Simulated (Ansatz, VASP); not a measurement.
This is a calculation of BiTe for VASP 6.6.1.

INCAR

```
SYSTEM = BiTe
ALGO = Normal ; EDIFF = 1E-6
ENCUT = 520 ; GGA = PS
ISIF = 2 ; ISMEAR = 0
LASPH = .TRUE. ; LCHARG = .TRUE.
LELF = .TRUE. ; LREAL = .FALSE.
LVHAR = .TRUE. ; LWAVE = .FALSE.
NBANDS = 18 ; NELM = 100
PREC = Accurate ; SIGMA = 0.1
```

Contents of KPOINTS:

```
k-points
0
G
  7 7 7
  0 0 0
```

POSCAR

```
BiTe
1.0
    0.0000000000      3.2350000000      3.2350000000
    3.2350000000      0.0000000000      3.2350000000
    3.2350000000      3.2350000000      0.0000000000
Bi Te
1 1
Direct
    0.0000000000      0.0000000000      0.0000000000
    0.5000000000      0.5000000000      0.5000000000
```

Potentials or basis: VASP PAW PBE potentials, release 64 (Bi_d, Te).

Launch:

```sh
$ cat potpaw_PBE.64/Bi_d/POTCAR potpaw_PBE.64/Te/POTCAR > POTCAR
$ mpirun -np 1 vasp_std > vasp.out
```

Q: Translate it to Ansatz 0.2.0. Potentials there: all-electron LAPW, scalar-relativistic.

A: As run (the cutoff follows the program's own potentials):

input.yaml

```yaml
crystal:
  lattice:
    - [0.0, 3.235, 3.235]
    - [3.235, 0.0, 3.235]
    - [3.235, 3.235, 0.0]
  atoms:
    - { symbol: Bi, position: [0.0, 0.0, 0.0] }
    - { symbol: Te, position: [0.5, 0.5, 0.5] }
kpoints:
  mp_grid: { grid: [7, 7, 7] }
scf:
  occupations: { method: gaussian, width: 0.1 }
hamiltonian:
  xc: pbesol
  pseudopotentials: { kind: all_electron, lapw: { basis_error: 0.001 } }
output:
  forces: true
  stress: true
  eigenvalues: true
```

Potentials or basis: all-electron LAPW, scalar-relativistic.

Run with:

```console
$ ansatz run input.yaml --threads 1 --pin off --max-ram 3072MiB --backend cpu --events-out ev --progress --plain --runs-dir out
```

Both were run:

|  | VASP | Ansatz | Ansatz less VASP |
| --- | --- | --- | --- |
| gap on the k mesh at the Fermi level (eV) | none | none | - |
| pressure (GPa) | -1.6 | -1.5 | +0.04 |

VASP's potentials were made for PBE, not for PBEsol. A gap of «none» marks a metal or a gap that the smearing closes. Ansatz ran all-electron here, and VASP with PAW potentials.

Neither program's run includes spin-orbit coupling.
